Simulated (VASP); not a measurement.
# ZrSi3 (P6/mmm) in VASP: notebook

The runs below take ZrSi3 through single point, relaxation of cell and atoms, with PBE.

All numbers are computed with VASP 6.6.1; they aren't measurements. Logs are shortened: lines on timing, memory, paths and dates and some standing lists are left out, and cuts for length are marked.

### Step 1. The cell of the first run

Symmetry: P6/mmm, No. 191, hexagonal system. Conventional cell: a = 5.123 Å, b = 5.123 Å, c = 2.806 Å, α = 90.00°, β = 90.00°, γ = 120.00°. Within 3.7 Å of Zr (site symmetry 6/mmm) lie 2 Zr at 2.81 Å and 12 Si at 2.92 Å. Within 3.4 Å of Si (site symmetry mmm) lie 6 Si at 2.56 to 2.81 Å and 4 Zr at 2.92 Å.

### Step 2. Single point, PBE

File INCAR:

```
ALGO = Normal
EDIFF = 1E-6
ENCUT = 520
GGA = PE
ISIF = 2
ISMEAR = 0
LASPH = T
LCHARG = F
LREAL = F
LWAVE = F
NBANDS = 20
NELM = 80
PREC = Accurate
SIGMA = 0.1
```

File KPOINTS:

```
k-points
0
Gamma
  12 12 16
```

File POSCAR:

```
ZrSi3
1.0
    5.1232407473      0.0000000000      0.0000000000
   -2.5616203736      4.4368566369      0.0000000000
    0.0000000000      0.0000000000      2.8059828167
Zr Si
1 3
Direct
    0.0000000000      0.0000000000      0.5000000000
    0.5000000000      0.0000000000      0.0000000000
    0.0000000000      0.5000000000      0.0000000000
    0.5000000000      0.5000000000      0.0000000000
```

Potentials or basis: VASP PAW PBE potentials, release 64 (Zr_sv, Si).

Launch:

```console
> cat potpaw_PBE.64/Zr_sv/POTCAR potpaw_PBE.64/Si/POTCAR > POTCAR
> mpirun -np 1 vasp_std > vasp.out
```

OUTCAR:

```text
EDIFF = 1E-6
   ENCUT = 520
   GGA = PE
   ISIF = 2
   ISMEAR = 0
   LASPH = T
   LREAL = F
   NELM = 80
   PREC = Accurate

 ion  position               nearest neighbor table
   1  0.000  0.000  0.500-   2 2.92   2 2.92   2 2.92   2 2.92   3 2.92   3 2.92   3 2.92   3 2.92
                             4 2.92   4 2.92   4 2.92   4 2.92
   2  0.500  0.000  0.000-   4 2.56   4 2.56   3 2.56   3 2.56   1 2.92   1 2.92   1 2.92   1 2.92

   3  0.000  0.500  0.000-   4 2.56   4 2.56   2 2.56   2 2.56   1 2.92   1 2.92   1 2.92   1 2.92

   4  0.500  0.500  0.000-   3 2.56   3 2.56   2 2.56   2 2.56   1 2.92   1 2.92   1 2.92   1 2.92

  LATTYP: Found a hexagonal cell.
 ALAT       =     5.1232407473
 C/A-ratio  =     0.5476968495

  Lattice vectors:

 A1 = (   5.1232407473,   0.0000000000,   0.0000000000)
 A2 = (  -2.5616203736,   4.4368566369,   0.0000000000)
 A3 = (   0.0000000000,   0.0000000000,   2.8059828167)

Analysis of symmetry for initial positions (statically):
=====================================================================
 Subroutine PRICEL returns:
 Original cell was already a primitive cell.

 Routine SETGRP: Setting up the symmetry group for a
 hexagonal supercell.

 Subroutine GETGRP returns: Found 24 space group operations
 (whereof 24 operations were pure point group operations)
 out of a pool of 24 trial point group operations.

The static configuration has the point symmetry D_6h.

Analysis of symmetry for dynamics (positions and initial velocities):
=====================================================================
 Subroutine PRICEL returns:
 Original cell was already a primitive cell.

 Routine SETGRP: Setting up the symmetry group for a
 hexagonal supercell.

 Subroutine GETGRP returns: Found 24 space group operations
 (whereof 24 operations were pure point group operations)
 out of a pool of 24 trial point group operations.

The dynamic configuration has the point symmetry D_6h.

 Subroutine INISYM returns: Found 24 space group operations
 (whereof 24 operations are pure point group operations),
 and found     1 'primitive' translations

----------------------------------------------------------------------------------------

                                     Primitive cell

  volume of cell :      63.7830

[... 85 lines left out ...]
   ICHARG =      2    charge: 1-file 2-atom 10-const
   ISPIN  =      1    spin polarized calculation?
   LNONCOLLINEAR =      F non collinear calculations
   LSORBIT =      F    spin-orbit coupling
   LASPH  =      T    aspherical Exc in radial PAW
   ENCUT  =  520.0 eV  38.22 Ry    6.18 a.u.   9.53  9.53  5.22*2*pi/ulx,y,z
   NELM   =     80;   NELMIN=  2; NELMDL= -5     # of ELM steps
   EDIFF  = 0.1E-05   stopping-criterion for ELM
   LREAL  =      F    real-space projection
   EDIFFG = 0.1E-04   stopping-criterion for IOM
   NSW    =      0    number of steps for IOM
   IBRION =     -1    ionic relax: 0-MD 1-quasi-New 2-CG
   NFREE  =      0    steps in history (QN), initial steepest desc. (CG)
   ISIF   =      2    stress and relaxation
   ISYM   =      2    0-nonsym 1-usesym 2-fastsym
   POTIM  = 0.5000    time-step for ionic-motion
   TEBEG  =    0.0;   TEEND  =   0.0 temperature during run
   PSTRESS=    0.0 pullay stress
   NELECT =      24.0000    total number of electrons
   NUPDOWN=      -1.0000    fix difference up-down
   EMIN   =  10.00;   EMAX   =-10.00  energy-range for DOS
   EFERMI =   0.00;   METHOD = LEGACY
   ISMEAR =     0;   SIGMA  =   0.10  broadening in eV -4-tet -1-fermi 0-gaus
   EFERMI_NEDOS =   21; number of points for ismear=-14 and -15
   IALGO  =     38    algorithm
   IMIX   =      4    mixing-type and parameters
     AMIX     =   0.40;   BMIX     =  1.00
     AMIX_MAG =   1.60;   BMIX_MAG =  1.00
  volume/ion in A,a.u.               =      15.95       107.61
  Fermi-wavevector in a.u.,A,eV,Ry     =   1.181889  2.233447 19.005470  1.396863
  Thomas-Fermi vector in A             =   2.318154
   LORBIT       =      0    0 simple, 1 ext, 2 COOP (PROOUT), +10 PAW based schemes
   GGA     = PE    functional components
   LHFCALC =     F    Hartree Fock is set to
   AEXX    =    0.0000 exact exchange contribution
   IVDW    =     0    specifies the selected vdW correction
   LEPSILON=     F    determine dielectric tensor
   LRPA    =     F    only Hartree local field effects (RPA)
 non-spin polarized calculation
 Gauss-broadening in eV      SIGMA  =   0.10
  energy-cutoff  :      520.00
  volume of cell :       63.78
 maximum number of plane-waves:      1750
 NGX is ok and might be reduce to    40
   NGX = 19   NGY = 19   NGZ = 11

 number of electron      24.0000002 magnetization

 Free energy of the ion-electron system (eV)
  ---------------------------------------------------
  ext. energy  EPLUGINS =         0.00000000
  ---------------------------------------------------
  free energy    TOTEN  =       -25.41091762 eV

  energy without entropy =      -25.39873973  energy(sigma->0) =      -25.40482867

 E-fermi :  10.5140     XC(G=0): -11.3166

 val. band max:       10.5048375880   @ k =   0.3333   0.0000   0.1875
 cond. band min:      10.5165958992   @ k =   0.1667   0.0000   0.3125
 fundamental gap:      0.0117583113
 Fermi energy:        10.5139973424

 k-point     1 :       0.0000    0.0000    0.0000
  band No.  band energies     occupation
      1     -38.6932      2.00000
      2     -16.8669      2.00000
      3     -16.8669      2.00000
      4     -15.8972      2.00000
      5      -2.6344      2.00000
      6       3.0413      2.00000
[... 541 lines left out ...]
     19      15.8620      0.00000
     20      16.5516      0.00000

 [... further k-points ...]
[... 5 lines left out ...]
  --------------------------------------------------------------------------------------
  -------------------------------------------------------------------------------------
  Total        0.0090908      0.0090908      0.0105909      0.0000000      0.0000000      0.0000000
  in kB        0.2283525      0.2283525      0.2660345      0.0000000      0.0000000      0.0000000
  external PRESSURE =       0.2409132 kB  Pullay stress =       0.0000000 kB

 VOLUME and BASIS-vectors are now :
 -----------------------------------------------------------------------------
  energy-cutoff  :      520.00
  volume of cell :       63.78
      direct lattice vectors                 reciprocal lattice vectors
     5.123240747  0.000000000  0.000000000     0.195188954  0.112692395  0.000000000
    -2.561620374  4.436856637  0.000000000     0.000000000  0.225384790  0.000000000
     0.000000000  0.000000000  2.805982817     0.000000000  0.000000000  0.356381370

 POSITION                                       TOTAL-FORCE (eV/Angst)
 -----------------------------------------------------------------------------------
      0.00000      0.00000      1.40299         0.000000      0.000000      0.000000
      2.56162      0.00000      0.00000         0.000000      0.000000      0.000000
     -1.28081      2.21843      0.00000        -0.000000      0.000000      0.000000
      1.28081      2.21843      0.00000        -0.000000      0.000000      0.000000
 -----------------------------------------------------------------------------------
    total drift:                                0.000000     -0.000000      0.000000

  FREE ENERGIE OF THE ION-ELECTRON SYSTEM (eV)
  ---------------------------------------------------
  free  energy   TOTEN  =       -25.4109176151 eV

  energy  without entropy=      -25.3987397328  energy(sigma->0) =      -25.40482867
```

It took 4.2 min on 1 thread of AMD EPYC 7R13, shared host; peak memory 0.3 GiB.

What came out:

```
Free energy            : -25.4109 eV
Pressure               : 0.0 GPa
Band gap on the k mesh : zero (band 12 reaches 12.56 eV, above the bottom of band 13 at 7.54 eV)
```

### Step 3. Relaxation of cell and atoms, PBE

This run uses another cell than the first one, of 16.14 Å³/atom, 1.012 times its volume.

File INCAR:

```
ALGO = Normal
EDIFF = 1E-7
EDIFFG = -0.01
ENCUT = 600
GGA = PE
IBRION = 2
ISIF = 3
ISMEAR = 0
LASPH = T
LCHARG = F
LREAL = F
LWAVE = F
NELM = 100
NSW = 100
PREC = Accurate
SIGMA = 0.1
```

KPOINTS is that of step 2.

File POSCAR:

```
ZrSi3
1.0
    4.9909277861      0.0000000000      0.0000000000
   -2.4954638930      4.3222702512      0.0000000000
    0.0000000000      0.0000000000      2.9928981623
Zr Si
1 3
Direct
    0.0000000000      0.0000000000      0.5000000000
    0.5000000000      0.0000000000      0.0000000000
    0.0000000000      0.5000000000      0.0000000000
    0.5000000000      0.5000000000      0.0000000000
```

Potentials or basis: VASP PAW PBE potentials, release 64 (Zr_sv, Si).

Launch:

```console
> cat potpaw_PBE.64/Zr_sv/POTCAR potpaw_PBE.64/Si/POTCAR > POTCAR
> mpirun -np 1 vasp_std > vasp.out
```

It took 25 min on 1 thread of AMD EPYC 7R13, shared host; peak memory 0.33 GiB.

Results (log left out):

```
Free energy                            : -25.4113 eV
Relaxed volume                         : 15.96 Å³/atom
Relaxed cell                           : a = 5.123 Å, b = 5.123 Å, c = 2.808 Å, α = 90.00°, β = 90.00°, γ = 120.00°
Space group after relaxing (to 0.05 Å) : P6/mmm (No. 191)
Energy gained by relaxing              : 15.0 meV/atom
Ionic steps                            : 9
Pressure after relaxing                : 0.0 GPa
Band gap on the k mesh                 : zero (band 12 reaches 12.56 eV, above the bottom of band 13 at 7.54 eV)
```

Stress tensor (GPa, compression positive):
```
 0.00  0.00  0.00
 0.00  0.00  0.00
 0.00  0.00 -0.08
```

Step by step:
| step | energy change (eV) | largest force (eV/Å) | pressure (GPa) | volume (Å³) |
| --- | --- | --- | --- | --- |
| 1 | 0.0000 | 0.0000 | -0.25 | 64.56 |
| 2 | -0.0178 | 0.0000 | -0.31 | 64.32 |
| 3 | -0.0540 | 0.0000 | 0.54 | 63.59 |
| 4 | 0.1756 | 0.0000 | 5.21 | 61.78 |
| 5 | -0.0583 | 0.0000 | 0.75 | 63.43 |
| 6 | -0.0588 | 0.0000 | 0.88 | 63.34 |
| 7 | -0.0547 | 0.0000 | -1.48 | 64.61 |
| 8 | -0.0600 | 0.0000 | 0.11 | 63.74 |
| 9 | -0.0601 | 0.0000 | -0.03 | 63.82 |

Final structure:
```
Zr Si
1.0
     5.12305    0.00000    0.00000
    -2.56152    4.43669    0.00000
     0.00000    0.00000    2.80786
Zr Si
1 3
Direct
  0.00000 0.00000 0.50000
  0.50000 0.00000 0.00000
  0.00000 0.50000 0.00000
  0.50000 0.50000 0.00000
```

Levels at points of the mesh, in eV from the Fermi level:
| k point | band 10 | band 11 | band 12 | band 13 | band 14 | band 15 |
| --- | --- | --- | --- | --- | --- | --- |
| (0.00, 0.00, 0.00) | -4.33 | -2.79 | 1.84 | 2.91 | 2.91 | 3.14 |
| (0.50, 0.00, 0.00) | -2.03 | -0.28 | -0.24 | -0.08 | 2.23 | 2.96 |
| (0.00, 0.00, 0.50) | -3.21 | -3.21 | -2.97 | -2.97 | 1.12 | 3.11 |
| (0.50, 0.00, 0.50) | -3.17 | -2.05 | -0.75 | -0.50 | 0.35 | 0.91 |
